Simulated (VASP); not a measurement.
# CoSi (P2_12_12_1) in VASP: a series of runs

Runs on CoSi. Level: PBE. Tasks: single point.

Program: VASP 6.6.1. These are calculated values, not measurements. Logs are shortened: lines on timing, memory, paths and dates and some standing lists are left out, and cuts for length are marked.

### 1 The cell of the first run

It takes space group P2_12_12_1 (No. 19, orthorhombic). The conventional cell has a = 4.265 Å, b = 4.431 Å, c = 4.597 Å, α = 90.00°, β = 90.00°, γ = 90.00°. Within 3.0 Å of Co (site symmetry 1) lie 7 Si at 2.27 to 2.51 Å and 6 Co at 2.68 to 2.78 Å. Si (site symmetry 1) has 7 Co at 2.27 to 2.51 Å and 6 Si at 2.70 to 2.80 Å within 3.0 Å.

### 2 Single point, PBE (strain +0.0375 x Voigt [1, -1, 0, 0, 0, 0])

Contents of INCAR:

```
SYSTEM = CoSi
PREC = Accurate
ENCUT = 520
EDIFF = 1E-6
ISMEAR = 0
SIGMA = 0.15
LREAL = .FALSE.
LASPH = .TRUE.
NELM = 60
ALGO = Normal
ISIF = 2
LWAVE = .FALSE.
LCHARG = .FALSE.
GGA = PE
NBANDS = 36
```

Contents of KPOINTS:

```
regular mesh
0
G
  10 10 10
  0 0 0
```

Contents of POSCAR:

```
CoSi
1.0
    4.5970059001      0.0000000000      0.0000000000
    0.0000000000      4.2646922205      0.0000000000
    0.0000000000      0.0000000000      4.4308490603
Co Si
4 4
Direct
    0.1450189116      0.1450189116      0.1450189116
    0.3549810884      0.8549810884      0.6450189116
    0.6450189116      0.3549810884      0.8549810884
    0.8549810884      0.6450189116      0.3549810884
    0.8431597103      0.8431597103      0.8431597103
    0.6568402897      0.1568402897      0.3431597103
    0.3431597103      0.6568402897      0.1568402897
    0.1568402897      0.3431597103      0.6568402897
```

Potentials or basis: VASP PAW PBE potentials, release 64 (Co, Si).

Launch:

```
$ cat potpaw_PBE.64/Co/POTCAR potpaw_PBE.64/Si/POTCAR > POTCAR
$ mpirun -np 1 vasp_std > vasp.out
```

OUTCAR:

```text
SYSTEM = CoSi
   PREC = Accurate
   ENCUT = 520
   EDIFF = 1E-6
   ISMEAR = 0
   LREAL = .FALSE.
   LASPH = .TRUE.
   NELM = 60
   ISIF = 2
   GGA = PE

 ion  position               nearest neighbor table
   1  0.145  0.145  0.145-   7 2.27   5 2.32   8 2.32   7 2.37   6 2.41   8 2.42   6 2.51   4 2.68
                             4 2.68   2 2.71   2 2.71   3 2.78   3 2.78
   2  0.355  0.855  0.645-   8 2.27   6 2.32   7 2.32   8 2.37   5 2.41   7 2.42   5 2.51   3 2.68
                             3 2.68   1 2.71   1 2.71   4 2.78   4 2.78
   3  0.645  0.355  0.855-   5 2.27   7 2.32   6 2.32   5 2.37   8 2.41   6 2.42   8 2.51   2 2.68
                             2 2.68   4 2.71   4 2.71   1 2.78   1 2.78
   4  0.855  0.645  0.355-   6 2.27   8 2.32   5 2.32   6 2.37   7 2.41   5 2.42   7 2.51   1 2.68
                             1 2.68   3 2.71   3 2.71   2 2.78   2 2.78
   5  0.843  0.843  0.843-   3 2.27   1 2.32   4 2.32   3 2.37   2 2.41   4 2.42   2 2.51   8 2.70
                             8 2.70   6 2.73   6 2.73   7 2.80   7 2.80
   6  0.657  0.157  0.343-   4 2.27   2 2.32   3 2.32   4 2.37   1 2.41   3 2.42   1 2.51   7 2.70
                             7 2.70   5 2.73   5 2.73   8 2.80   8 2.80
   7  0.343  0.657  0.157-   1 2.27   3 2.32   2 2.32   1 2.37   4 2.41   2 2.42   4 2.51   6 2.70
                             6 2.70   8 2.73   8 2.73   5 2.80   5 2.80
   8  0.157  0.343  0.657-   2 2.27   4 2.32   1 2.32   2 2.37   3 2.41   1 2.42   3 2.51   5 2.70
                             5 2.70   7 2.73   7 2.73   6 2.80   6 2.80

  LATTYP: Found a simple orthorhombic cell.
 ALAT       =     4.2646922205
 B/A-ratio  =     1.0389610390
 C/A-ratio  =     1.0779220779

  Lattice vectors:

 A1 = (   0.0000000000,   4.2646922205,   0.0000000000)
 A2 = (   0.0000000000,   0.0000000000,   4.4308490603)
 A3 = (   4.5970059001,   0.0000000000,   0.0000000000)

Analysis of symmetry for initial positions (statically):
=====================================================================
 Subroutine PRICEL returns:
 Original cell was already a primitive cell.

 Routine SETGRP: Setting up the symmetry group for a
 simple orthorhombic supercell.

 Subroutine GETGRP returns: Found  4 space group operations
 (whereof  1 operations were pure point group operations)
 out of a pool of  8 trial point group operations.

The static configuration has the point symmetry C_1 .
 The point group associated with its full space group is D_2 .

Analysis of symmetry for dynamics (positions and initial velocities):
=====================================================================
 Subroutine PRICEL returns:
 Original cell was already a primitive cell.

 Routine SETGRP: Setting up the symmetry group for a
 simple orthorhombic supercell.

 Subroutine GETGRP returns: Found  4 space group operations
 (whereof  1 operations were pure point group operations)
 out of a pool of  8 trial point group operations.

The dynamic configuration has the point symmetry C_1 .
 The point group associated with its full space group is D_2 .

 Subroutine INISYM returns: Found  4 space group operations
 (whereof  1 operations are pure point group operations),
 and found     1 'primitive' translations

----------------------------------------------------------------------------------------

                                     Primitive cell

  volume of cell :      86.8660

  direct lattice vectors                    reciprocal lattice vectors
     4.597005900  0.000000000  0.000000000     0.217532895  0.000000000  0.000000000
     0.000000000  4.264692220  0.000000000     0.000000000  0.234483510  0.000000000
     0.000000000  0.000000000  4.430849060     0.000000000  0.000000000  0.225690378

  length of vectors
     4.597005900  4.264692220  4.430849060     0.217532895  0.234483510  0.225690378

  position of ions in fractional coordinates (direct lattice)
     0.145018912  0.145018912  0.145018912
     0.354981088  0.854981088  0.645018912
     0.645018912  0.354981088  0.854981088
     0.854981088  0.645018912  0.354981088
     0.843159710  0.843159710  0.843159710
     0.656840290  0.156840290  0.343159710
     0.343159710  0.656840290  0.156840290
     0.156840290  0.343159710  0.656840290

  ion indices of the primitive-cell ions
   primitive index   ion index
                 1           1
                 2           2
                 3           3
                 4           4
                 5           5
                 6           6
                 7           7
                 8           8

----------------------------------------------------------------------------------------

 KPOINTS: regular mesh

Automatic generation of k-mesh.
 Grid dimensions read from file:
 generate k-points for:   10   10   10

 Generating k-lattice:

  Cartesian coordinates                     Fractional coordinates (reciprocal lattice)
     0.021753289  0.000000000  0.000000000     0.100000000  0.000000000  0.000000000
     0.000000000  0.023448351  0.000000000     0.000000000  0.100000000  0.000000000
     0.000000000  0.000000000  0.022569038     0.000000000  0.000000000  0.100000000

  Length of vectors
     0.021753289  0.023448351  0.022569038

  Shift w.r.t. Gamma in fractional coordinates (k-lattice)
     0.000000000  0.000000000  0.000000000

 Subroutine IBZKPT returns following result:
 ===========================================

 Found    216 irreducible k-points:

 Following reciprocal coordinates:
            Coordinates               Weight
  0.000000  0.000000  0.000000      1.000000
  0.100000  0.000000  0.000000      2.000000
  0.200000  0.000000  0.000000      2.000000
  0.300000  0.000000  0.000000      2.000000
  0.400000  0.000000  0.000000      2.000000
  0.500000  0.000000  0.000000      1.000000
[... 16 lines left out ...]
  0.400000  0.300000  0.000000      4.000000
  0.500000  0.300000  0.000000      2.000000
 [... further k-points ...]
   k-points           NKPTS =    216   k-points in BZ     NKDIM =    216   number of bands    NBANDS=     36
   number of dos      NEDOS =    301   number of ions     NIONS =      8
   total plane-waves  NPLWV =  41472
   dimension x,y,z NGX =    36 NGY =   32 NGZ =   36
   dimension x,y,z NGXF=    72 NGYF=   64 NGZF=   72
   ions per type =               4   4
   NGX,Y,Z   is equivalent  to a cutoff of  13.02, 12.47, 13.51 a.u.
   NGXF,Y,Z  is equivalent  to a cutoff of  26.04, 24.95, 27.01 a.u.
 SYSTEM =  CoSi
   PREC   = accura    normal or accurate (medium, high low for compatibility)
   ISTART =      0    job   : 0-new  1-cont  2-samecut
   ICHARG =      2    charge: 1-file 2-atom 10-const
   ISPIN  =      1    spin polarized calculation?
   LNONCOLLINEAR =      F non collinear calculations
   LSORBIT =      F    spin-orbit coupling
   LASPH  =      T    aspherical Exc in radial PAW
   ENCUT  =  520.0 eV  38.22 Ry    6.18 a.u.   8.55  7.93  8.24*2*pi/ulx,y,z
   NELM   =     60;   NELMIN=  2; NELMDL= -5     # of ELM steps
   EDIFF  = 0.1E-05   stopping-criterion for ELM
   LREAL  =      F    real-space projection
   EDIFFG = 0.1E-04   stopping-criterion for IOM
   NSW    =      0    number of steps for IOM
   IBRION =     -1    ionic relax: 0-MD 1-quasi-New 2-CG
   NFREE  =      0    steps in history (QN), initial steepest desc. (CG)
   ISIF   =      2    stress and relaxation
   ISYM   =      2    0-nonsym 1-usesym 2-fastsym
   POTIM  = 0.5000    time-step for ionic-motion
   TEBEG  =    0.0;   TEEND  =   0.0 temperature during run
   PSTRESS=    0.0 pullay stress
   NELECT =      52.0000    total number of electrons
   NUPDOWN=      -1.0000    fix difference up-down
   EMIN   =  10.00;   EMAX   =-10.00  energy-range for DOS
   EFERMI =   0.00;   METHOD = LEGACY
   ISMEAR =     0;   SIGMA  =   0.15  broadening in eV -4-tet -1-fermi 0-gaus
   EFERMI_NEDOS =   21; number of points for ismear=-14 and -15
   IALGO  =     38    algorithm
   IMIX   =      4    mixing-type and parameters
     AMIX     =   0.40;   BMIX     =  1.00
     AMIX_MAG =   1.60;   BMIX_MAG =  1.00
  volume/ion in A,a.u.               =      10.86        73.28
  Fermi-wavevector in a.u.,A,eV,Ry     =   1.379726  2.607303 25.900630  1.903643
  Thomas-Fermi vector in A             =   2.504668
   LORBIT       =      0    0 simple, 1 ext, 2 COOP (PROOUT), +10 PAW based schemes
   GGA     = PE    functional components
   LHFCALC =     F    Hartree Fock is set to
   AEXX    =    0.0000 exact exchange contribution
   IVDW    =     0    specifies the selected vdW correction
   LEPSILON=     F    determine dielectric tensor
   LRPA    =     F    only Hartree local field effects (RPA)
 non-spin polarized calculation
 Gauss-broadening in eV      SIGMA  =   0.15
  energy-cutoff  :      520.00
  volume of cell :       86.87
 maximum number of plane-waves:      2372
 NGX is ok and might be reduce to    36
   NGX = 17   NGY = 15   NGZ = 17

 number of electron      51.9999993 magnetization

 Free energy of the ion-electron system (eV)
  ---------------------------------------------------
  ext. energy  EPLUGINS =         0.00000000
  ---------------------------------------------------
  free energy    TOTEN  =       -54.58497150 eV

  energy without entropy =      -54.56670244  energy(sigma->0) =      -54.57583697

 E-fermi :  12.1568     XC(G=0): -12.8717

 val. band max:       12.1550892309   @ k =   0.4000   0.4000   0.5000
 cond. band min:      12.1733994391   @ k =   0.4000   0.4000   0.4000
 fundamental gap:      0.0183102082
 Fermi energy:        12.1568401919

 k-point     1 :       0.0000    0.0000    0.0000
  band No.  band energies     occupation
      1      -1.5528      2.00000
      2       3.7304      2.00000
      3       3.7913      2.00000
      4       4.2478      2.00000
      5       6.4921      2.00000
      6       6.7017      2.00000
[... 28 lines left out ...]
     35      15.8148      0.00000
     36      17.0956      0.00000
[... 866 lines left out ...]
      6       6.8193      2.00000
[... 28 lines left out ...]
     35      17.2624      0.00000
     36      17.2624      0.00000

 [... further k-points ...]

------------------------ aborting loop because EDIFF is reached ----------------------------------------

  FORCE on cell =-STRESS in cart. coord.  units (eV):
  Direction    XX          YY          ZZ          XY          YZ          ZX
  --------------------------------------------------------------------------------------
  -------------------------------------------------------------------------------------
  Total       -3.5839049      5.4800108      0.1073610      0.0000000      0.0000000      0.0000000
  in kB      -66.1024189    101.0746599      1.9801932      0.0000000      0.0000000      0.0000000
  external PRESSURE =      12.3174781 kB  Pullay stress =       0.0000000 kB

 VOLUME and BASIS-vectors are now :
 -----------------------------------------------------------------------------
  energy-cutoff  :      520.00
  volume of cell :       86.87
      direct lattice vectors                 reciprocal lattice vectors
     4.597005900  0.000000000  0.000000000     0.217532895  0.000000000  0.000000000
     0.000000000  4.264692220  0.000000000     0.000000000  0.234483510  0.000000000
     0.000000000  0.000000000  4.430849060     0.000000000  0.000000000  0.225690378

 POSITION                                       TOTAL-FORCE (eV/Angst)
 -----------------------------------------------------------------------------------
      0.66665      0.61846      0.64256        -0.068640      0.080870     -0.051268
      1.63185      3.64623      2.85798         0.068640     -0.080870     -0.051268
      2.96516      1.51389      3.78829        -0.068640     -0.080870      0.051268
      3.93035      2.75081      1.57287         0.068640      0.080870      0.051268
      3.87601      3.59582      3.73591        -0.021827      0.111182      0.010651
      3.01950      0.66888      1.52049         0.021827     -0.111182      0.010651
      1.57751      2.80122      0.69494        -0.021827     -0.111182     -0.010651
      0.72100      1.46347      2.91036         0.021827      0.111182     -0.010651
 -----------------------------------------------------------------------------------
    total drift:                                0.000000      0.000000      0.000000

  FREE ENERGIE OF THE ION-ELECTRON SYSTEM (eV)
  ---------------------------------------------------
  free  energy   TOTEN  =       -54.5849715013 eV

  energy  without entropy=      -54.5667024379  energy(sigma->0) =      -54.57583697
```

Wall time 4 min (1 thread of Intel Xeon 6975P-C (Granite Rapids), shared host); peak memory 0.57 GiB.

What came out:

| Item | Value |
| --- | --- |
| Free energy | -54.5850 eV |
| Pressure | 1.2 GPa |
| Largest force | 0.118 eV/Å |
| Band gap on the k mesh | zero (band 26 reaches 12.13 eV, above the bottom of band 27 at 11.90 eV) |

Forces in eV/Å, atoms in the order of the input:
```
Co  -0.069  0.081 -0.051
Co   0.069 -0.081 -0.051
Co  -0.069 -0.081  0.051
Co   0.069  0.081  0.051
Si  -0.022  0.111  0.011
Si   0.022 -0.111  0.011
Si  -0.022 -0.111 -0.011
Si   0.022  0.111 -0.011
```

Stress tensor (GPa, compression positive):
```
-6.61  0.00  0.00
 0.00 10.11  0.00
 0.00  0.00  0.20
```

Caveat: the cell differs from its parent crystal (strain +0.0375 x Voigt [1, -1, 0, 0, 0, 0]).

### 3 Single point, PBE (strain +0.1125 x Voigt [1, -1, 0, 0, 0, 0])

Contents of INCAR:

```
SYSTEM = CoSi
PREC = Accurate
ENCUT = 520
EDIFF = 1E-7
ISMEAR = 0
SIGMA = 0.15
LREAL = .FALSE.
LASPH = .TRUE.
NELM = 60
ALGO = Normal
ISIF = 2
LWAVE = .FALSE.
LCHARG = .TRUE.
GGA = PE
LELF = .TRUE.
LVHAR = .TRUE.
NBANDS = 36
```

KPOINTS is that of step 2.

POSCAR, as its differences from that of step 2:

```diff
@@ -2,4 +2,4 @@
 1.0
-    4.5970059001      0.0000000000      0.0000000000
-    0.0000000000      4.2646922205      0.0000000000
+    4.9293195796      0.0000000000      0.0000000000
+    0.0000000000      3.9323785410      0.0000000000
     0.0000000000      0.0000000000      4.4308490603
```

Potentials or basis: VASP PAW PBE potentials, release 64 (Co, Si).

Launch:

```
$ cat potpaw_PBE.64/Co/POTCAR potpaw_PBE.64/Si/POTCAR > POTCAR
$ mpirun -np 1 vasp_std > vasp.out
```

Run time: 14 min. Hardware: 1 thread of Oxide Virtual Turin-like, shared host; peak memory 0.54 GiB.

The run converged. Its results:

```
Free energy            : -53.1663 eV
Pressure               : 11.5 GPa
Largest force          : 0.520 eV/Å
Band gap on the k mesh : zero (band 26 reaches 12.44 eV, above the bottom of band 27 at 11.98 eV)
```

Forces on the atoms (eV/Å):
```
Co  -0.432  0.210 -0.195
Co   0.432 -0.210 -0.195
Co  -0.432 -0.210  0.195
Co   0.432  0.210  0.195
Si   0.312  0.367  0.196
Si  -0.312 -0.367  0.196
Si   0.312 -0.367 -0.196
Si  -0.312  0.367 -0.196
```

Stress tensor (GPa, compression positive):
```
-9.05  0.00  0.00
 0.00 41.12  0.00
 0.00  0.00  2.34
```

Levels at points of the mesh, in eV from the Fermi level:
```tsv
k point	band 22	band 23	band 24	band 25	band 26	band 27	band 28	band 29	band 30	band 31
(0.00, 0.00, 0.00)	-1.06	-0.83	-0.58	-0.34	-0.06	-0.06	2.22	2.36	2.44	2.58
(0.50, 0.00, 0.00)	-1.17	-0.73	-0.73	-0.27	-0.27	1.11	1.11	1.79	1.79	2.91
(0.00, 0.50, 0.00)	-1.23	-1.05	-1.05	-0.68	-0.68	0.86	0.86	1.16	1.16	3.39
(0.50, 0.50, 0.00)	-1.30	-1.17	-1.17	-0.19	-0.19	0.58	0.58	2.05	2.05	2.30
(0.00, 0.00, 0.50)	-1.25	-0.68	-0.68	-0.57	-0.57	0.40	0.40	2.18	2.18	4.74
(0.50, 0.00, 0.50)	-1.55	-0.87	-0.87	0.13	0.13	0.96	0.96	2.31	2.31	3.43
(0.00, 0.50, 0.50)	-1.53	-1.48	-1.48	-0.22	-0.22	0.14	0.14	1.50	1.50	1.69
(0.50, 0.50, 0.50)	-1.19	-1.19	-1.19	-0.33	-0.33	-0.33	-0.33	4.18	4.18	4.18
```

Caveat: the cell differs from its parent crystal (strain +0.1125 x Voigt [1, -1, 0, 0, 0, 0]). Spin polarisation is off, so any magnetic state and its effect on volume and gap are missing.

(Part 1 of 2 ends here.)
